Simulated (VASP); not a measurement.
Write the native input for VASP 6.6.1 that does the following.

```yaml
Task: relaxation of cell and atoms
Functional: PBE
Potentials_or_basis: VASP PAW PBE potentials, release 64 (N, Ga_d, As)
Cutoff: 600 eV
k_mesh: 6 × 6 × 6
Occupations: fermi-dirac, width 0.02 eV
Spin: no spin polarisation
Dipole_correction: no
Further_INCAR_settings: ALGO = Normal; EDIFF = 1e-06; IBRION = 2; EDIFFG = -0.005; NSW = 80; ISIF = 3
```

The structure of Ga4As3N lies in POSCAR:

```
Ga4As3N
1.0
   -2.5834692495      2.5834692495      5.1669384991
    2.5834692495     -2.5834692495      5.1669384991
    2.5834692495      2.5834692495     -5.1669384991
N Ga As
1 4 3
Direct
    0.0000000000      0.0000000000      0.0000000000
    0.6250000000      0.6250000000      0.5000000000
    0.8750000000      0.3750000000      0.0000000000
    0.1250000000      0.1250000000      0.5000000000
    0.3750000000      0.8750000000      0.0000000000
    0.2500000000      0.7500000000      0.5000000000
    0.5000000000      0.5000000000      0.0000000000
    0.7500000000      0.2500000000      0.5000000000
```

One way to write it, as run:

INCAR

```
SYSTEM = Ga4As3N
ALGO     = Normal         ! electronic algorithm
EDIFF    = 1E-6           ! SCF threshold, eV
EDIFFG   = -0.005         ! ionic threshold
ENCUT    = 600            ! plane-wave cutoff, eV
GGA      = PE             ! functional
IBRION   = 2              ! ionic algorithm
ISIF     = 3              ! what is computed and relaxed
ISMEAR   = -1             ! smearing method
LASPH    = .TRUE.         ! aspherical terms in the spheres
LCHARG   = .FALSE.        ! write CHGCAR
LREAL    = .FALSE.        ! projectors in reciprocal space
LWAVE    = .FALSE.        ! write WAVECAR
NELM     = 100            ! most SCF steps
NSW      = 80             ! ionic steps
PREC     = Accurate       ! precision mode
SIGMA    = 0.02           ! smearing width, eV
```

KPOINTS

```
k-points
0
G
  6 6 6
  0 0 0
```

Potentials or basis: VASP PAW PBE potentials, release 64 (N, Ga_d, As).

Launch:

```sh
$ cat potpaw_PBE.64/N/POTCAR potpaw_PBE.64/Ga_d/POTCAR potpaw_PBE.64/As/POTCAR > POTCAR
$ mpirun -np 1 vasp_std > vasp.out
```

Results of the run:

```json
{
  "Relaxed volume": "20.08 Å³/atom",
  "Relaxed cell": "a = 6.621 Å, b = 6.621 Å, c = 6.621 Å, α = 131.23°, β = 131.23°, γ = 71.45°",
  "Space group after relaxing (to 0.1 Å)": "I-42m (No. 121)",
  "Energy gained by relaxing": "485.3 meV/atom",
  "Ionic steps": "21",
  "Pressure after relaxing": "0.0 GPa",
  "Band gap on the k mesh": "0.04 eV"
}
```

Caveat: the volume moved by over 15 % at a fixed basis, so the end points are rough; the smearing spreads over this small gap; semilocal functionals underestimate gaps, and a narrow one can read as zero.

Run time: 38 min on 1 thread of AMD EPYC 9R45 96-Core Processor (Zen 5), on a shared host, peak memory 0.52 GiB.
